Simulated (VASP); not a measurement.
# ZnS (Cm) in VASP: notebook, part 2 of 2

VASP 6.6.1. The steps go on from the part before.

### 4 Single point, r2SCAN

Contents of POSCAR:

```
ZnS
1.0
    0.0000000000      2.7046500000      2.7046500000
    2.7046500000      0.0000000000      2.7046500000
    2.7046500000      2.7046500000      0.0000000000
Zn S
1 1
Direct
    0.0000000000      0.0000000000      0.0000000000
    0.7630720570      0.7500000000      0.7500000000
```

Contents of INCAR.step1:

```
PREC = Accurate
ENCUT = 520
ISMEAR = 0
SIGMA = 0.05
LREAL = False
LASPH = True
NELM = 100
NBANDS = 16
GGA = PE
ALGO = Normal
EDIFF = 1E-4
LWAVE = True
LCHARG = False
```

Contents of INCAR.step2:

```
PREC = Accurate
ENCUT = 520
EDIFF = 1E-6
ISMEAR = 0
SIGMA = 0.05
LREAL = False
LASPH = True
NELM = 100
ALGO = Normal
ISIF = 2
LWAVE = False
LCHARG = True
METAGGA = R2SCAN
LMIXTAU = True
LELF = True
LVHAR = True
NBANDS = 16
ISTART = 1
```

Contents of KPOINTS:

```
Automatic mesh
0
Gamma
  8 8 8
```

Potentials or basis: VASP PAW PBE potentials, release 64 (Zn, S).

On the command line:

```sh
> cat potpaw_PBE.64/Zn/POTCAR potpaw_PBE.64/S/POTCAR > POTCAR
> cp INCAR.step1 INCAR
> mpirun -np 1 vasp_std > vasp.out
> cp INCAR.step2 INCAR
> mpirun -np 1 vasp_std > vasp.out
```

OUTCAR:

```text
PREC = Accurate
   ENCUT = 520
   EDIFF = 1E-6
   ISMEAR = 0
   LREAL = False
   LASPH = True
   NELM = 100
   ISIF = 2
   METAGGA = R2SCAN
   ISTART = 1

 ion  position               nearest neighbor table
   1  0.000  0.000  0.000-   2 2.30   2 2.34   2 2.34   2 2.38
   2  0.763  0.750  0.750-   1 2.30   1 2.34   1 2.34   1 2.38

  LATTYP: Found a face centered cubic cell.
 ALAT       =     5.4093000000

  Lattice vectors:

 A1 = (   0.0000000000,   2.7046500000,   2.7046500000)
 A2 = (   2.7046500000,   0.0000000000,   2.7046500000)
 A3 = (   2.7046500000,   2.7046500000,   0.0000000000)

Analysis of symmetry for initial positions (statically):
=====================================================================
 Subroutine PRICEL returns:
 Original cell was already a primitive cell.

 Routine SETGRP: Setting up the symmetry group for a
 face centered cubic supercell.

 Subroutine GETGRP returns: Found  2 space group operations
 (whereof  2 operations were pure point group operations)
 out of a pool of 48 trial point group operations.

The static configuration has the point symmetry C_1h.

Analysis of symmetry for dynamics (positions and initial velocities):
[... 160 lines left out ...]

 val. band max:        1.8425415471   @ k =   0.0000   0.0000   0.0000
 cond. band min:       4.4652711938   @ k =   0.0000   0.0000   0.0000
 fundamental gap:      2.6227296467
 Fermi energy:         2.0867348746

 k-point     1 :       0.0000    0.0000    0.0000
  band No.  band energies     occupation
      1     -11.8531      2.00000
      2      -4.7263      2.00000
      3      -4.6893      2.00000
      4      -4.6519      2.00000
      5      -4.1472      2.00000
      6      -4.1469      2.00000
[... 433 lines left out ...]
      3      -4.5486      2.00000
      4      -4.4729      2.00000
      5      -4.1469      2.00000
      6      -4.1134      2.00000
[... 8 lines left out ...]
     15      15.1272      0.00000
     16      15.4884      0.00000

 [... further k-points ...]

------------------------ aborting loop because EDIFF is reached ----------------------------------------

  FORCE on cell =-STRESS in cart. coord.  units (eV):
  Direction    XX          YY          ZZ          XY          YZ          ZX
  --------------------------------------------------------------------------------------
  -------------------------------------------------------------------------------------
  Total       -0.1717102     -0.1821682     -0.1821682      0.1886157      0.0262655      0.1886115
  in kB       -6.9525413     -7.3759835     -7.3759835      7.6370412      1.0634885      7.6368740
  external PRESSURE =      -7.2348361 kB  Pullay stress =       0.0000000 kB

 VOLUME and BASIS-vectors are now :
 -----------------------------------------------------------------------------
  energy-cutoff  :      520.00
  volume of cell :       39.57
      direct lattice vectors                 reciprocal lattice vectors
     0.000000000  2.704650000  2.704650000    -0.184866803  0.184866803  0.184866803
     2.704650000  0.000000000  2.704650000     0.184866803 -0.184866803  0.184866803
     2.704650000  2.704650000  0.000000000     0.184866803  0.184866803 -0.184866803

 POSITION                                       TOTAL-FORCE (eV/Angst)
 -----------------------------------------------------------------------------------
      0.00000      0.00000      0.00000         0.029003      0.202718      0.202718
      4.05697      4.09233      4.09233        -0.029003     -0.202718     -0.202718
 -----------------------------------------------------------------------------------
    total drift:                                0.000273      0.001359      0.001359

  FREE ENERGIE OF THE ION-ELECTRON SYSTEM (eV)
  ---------------------------------------------------
  free  energy   TOTEN  =       -18.8578751101 eV

  energy  without entropy=      -18.8578751101  energy(sigma->0) =      -18.85787511
```

OSZICAR.step1:

```text
N       E                     dE             d eps       ncg     rms          rms(c)
DAV:   1     0.899841558787E+02    0.89984E+02   -0.89729E+03  4800   0.135E+03
DAV:   2    -0.143772349012E+01   -0.91422E+02   -0.85634E+02  5568   0.260E+02
DAV:   3    -0.720856480592E+01   -0.57708E+01   -0.57479E+01  5936   0.639E+01
DAV:   4    -0.726916437140E+01   -0.60600E-01   -0.60586E-01  6048   0.683E+00
DAV:   5    -0.726989002803E+01   -0.72566E-03   -0.72565E-03  6016   0.706E-01    0.686E+00
DAV:   6    -0.686171952587E+01    0.40817E+00   -0.73886E-01  7328   0.300E+01    0.536E+00
DAV:   7    -0.684137568440E+01    0.20344E-01   -0.24918E-01  5840   0.450E+00    0.272E+00
DAV:   8    -0.684064705597E+01    0.72863E-03   -0.51387E-03  6232   0.869E-01    0.710E-01
DAV:   9    -0.684089218550E+01   -0.24513E-03   -0.12531E-03  5976   0.283E-01    0.985E-02
DAV:  10    -0.684106455271E+01   -0.17237E-03   -0.23927E-04  5888   0.129E-01    0.487E-02
DAV:  11    -0.684105509257E+01    0.94601E-05   -0.30877E-05  2992   0.690E-02
   1 F= -.68410551E+01 E0= -.68410551E+01  d E =-.158126E-16
```

Run time: 3.8 min. Hardware: 1 thread of Intel Xeon Platinum 8488C (Sapphire Rapids), shared host; peak memory 0.23 GiB.

What came out:

```yaml
Free_energy: -18.8579 eV
Pressure: -0.7 GPa
Largest_force: 0.288 eV/Å
Band_gap_on_the_k_mesh: 2.62 eV
```

Forces in eV/Å, atoms in the order of the input:
```
Zn   0.029  0.203  0.203
S   -0.029 -0.203 -0.203
```

Levels at points of the mesh, in eV from the valence-band top:
| k point | band 5 | band 6 | band 7 | band 8 | band 9 | band 10 | band 11 | band 12 | band 13 | band 14 |
| --- | --- | --- | --- | --- | --- | --- | --- | --- | --- | --- |
| (0.00, 0.00, 0.00) | -5.99 | -5.99 | -0.09 | -0.04 | 0.00 | 2.62 | 6.85 | 6.86 | 6.90 | 12.26 |
| (0.50, 0.00, 0.00) | -5.96 | -5.79 | -5.31 | -0.95 | -0.85 | 3.71 | 7.22 | 7.39 | 9.33 | 12.83 |
| (0.00, 0.50, 0.00) | -5.96 | -5.79 | -5.41 | -1.01 | -0.84 | 3.77 | 7.21 | 7.51 | 9.36 | 12.80 |
| (0.50, 0.50, 0.50) | -5.96 | -5.80 | -5.51 | -0.99 | -0.90 | 3.83 | 7.33 | 7.50 | 9.40 | 12.77 |
| (0.50, 0.50, 0.00) | -5.91 | -5.78 | -4.64 | -2.32 | -2.29 | 3.69 | 4.45 | 11.69 | 12.72 | 12.82 |
| (0.00, 0.50, 0.50) | -5.91 | -5.78 | -4.64 | -2.31 | -2.30 | 3.69 | 4.44 | 11.70 | 12.76 | 12.78 |

Caveat: the cell differs from its parent crystal (all S atoms moved -0.050 Å, as atom 2 towards its neighbour atom 2 (S) at 3.825 Å); the PAW data sets were made with another functional, which shifts forces and pressure a little.

### 5 Single point, r2SCAN

POSCAR, as its differences from that of step 4:

```diff
@@ -9,2 +9,2 @@
     0.0000000000      0.0000000000      0.0000000000
-    0.7630720570      0.7500000000      0.7500000000
+    0.7434639715      0.7500000000      0.7500000000
```

Contents of INCAR.step1:

```
SYSTEM = ZnS
PREC = Accurate
ENCUT = 520
ISMEAR = 0
SIGMA = 0.05
LREAL = .FALSE.
LASPH = .TRUE.
NELM = 60
NBANDS = 16
GGA = PE
ALGO = Normal
EDIFF = 1E-4
LWAVE = .TRUE.
LCHARG = .FALSE.
```

Contents of INCAR.step2:

```
SYSTEM = ZnS
PREC = Accurate
ENCUT = 520
EDIFF = 1E-7
ISMEAR = 0
SIGMA = 0.05
LREAL = .FALSE.
LASPH = .TRUE.
NELM = 60
ALGO = Normal
ISIF = 2
LWAVE = .FALSE.
LCHARG = .FALSE.
METAGGA = R2SCAN
LMIXTAU = .TRUE.
NBANDS = 16
ISTART = 1
```

Contents of KPOINTS:

```
Automatic mesh
0
G
  8 8 8
  0 0 0
```

On the command line:

```sh
> cat potpaw_PBE.64/Zn/POTCAR potpaw_PBE.64/S/POTCAR > POTCAR
> cp INCAR.step1 INCAR
> mpirun -np 1 vasp_std > vasp.out
> cp INCAR.step2 INCAR
> mpirun -np 1 vasp_std > vasp.out
```

It took 5 min on 1 thread of Intel Xeon Platinum 8488C (Sapphire Rapids), shared host; peak memory 0.23 GiB.

The run converged. Its results:

| Quantity | Value |
| --- | --- |
| Free energy | -18.8632 eV |
| Pressure | -0.8 GPa |
| Largest force | 0.143 eV/Å |
| Band gap on the k mesh | 2.64 eV |

Forces on the atoms (eV/Å):
```
Zn   0.007 -0.101 -0.101
S   -0.007  0.101  0.101
```

Stress tensor (GPa, compression positive):
```
-0.78 -0.38 -0.38
-0.38 -0.79  0.02
-0.38  0.02 -0.79
```

Levels at points of the mesh, in eV from the valence-band top:
| k point | band 5 | band 6 | band 7 | band 8 | band 9 | band 10 | band 11 | band 12 | band 13 | band 14 |
| --- | --- | --- | --- | --- | --- | --- | --- | --- | --- | --- |
| (0.00, 0.00, 0.00) | -5.97 | -5.97 | -0.04 | -0.02 | 0.00 | 2.64 | 6.87 | 6.88 | 6.90 | 12.28 |
| (0.50, 0.00, 0.00) | -5.94 | -5.77 | -5.45 | -0.94 | -0.89 | 3.82 | 7.36 | 7.45 | 9.40 | 12.81 |
| (0.00, 0.50, 0.00) | -5.94 | -5.77 | -5.39 | -0.95 | -0.86 | 3.79 | 7.30 | 7.45 | 9.38 | 12.82 |
| (0.50, 0.50, 0.50) | -5.94 | -5.77 | -5.34 | -0.92 | -0.87 | 3.76 | 7.30 | 7.39 | 9.36 | 12.83 |
| (0.50, 0.50, 0.00) | -5.89 | -5.75 | -4.62 | -2.30 | -2.28 | 3.71 | 4.46 | 11.72 | 12.76 | 12.81 |
| (0.00, 0.50, 0.50) | -5.89 | -5.75 | -4.62 | -2.29 | -2.29 | 3.71 | 4.46 | 11.72 | 12.78 | 12.78 |

Caveat: the cell differs from its parent crystal (all S atoms moved +0.025 Å, as atom 2 towards its neighbour atom 2 (S) at 3.825 Å); the PAW data sets were made with another functional, which shifts forces and pressure a little.

### 6 Overview

```csv
cell,gap on the mesh (eV),pressure (GPa),largest force (eV/Å)
"as given, atomic positions A",2.60,-0.5,0.59
"as given, atomic positions B",2.61,-0.6,0.44
"as given, atomic positions C",2.62,-0.7,0.29
"as given, atomic positions D",2.64,-0.8,0.14
```

Alike in all rows: task single point; level r2SCAN; potentials or basis VASP PAW PBE potentials, release 64 (Zn, S); no spin polarisation; k mesh 8 × 8 × 8; cutoff (eV) 520; smearing gaussian 0.05 eV.

Caveats: the PAW data sets were made with another functional, which shifts forces and pressure a little.

Total energies depend on the potentials used, so only differences within one code and one set of settings carry meaning.
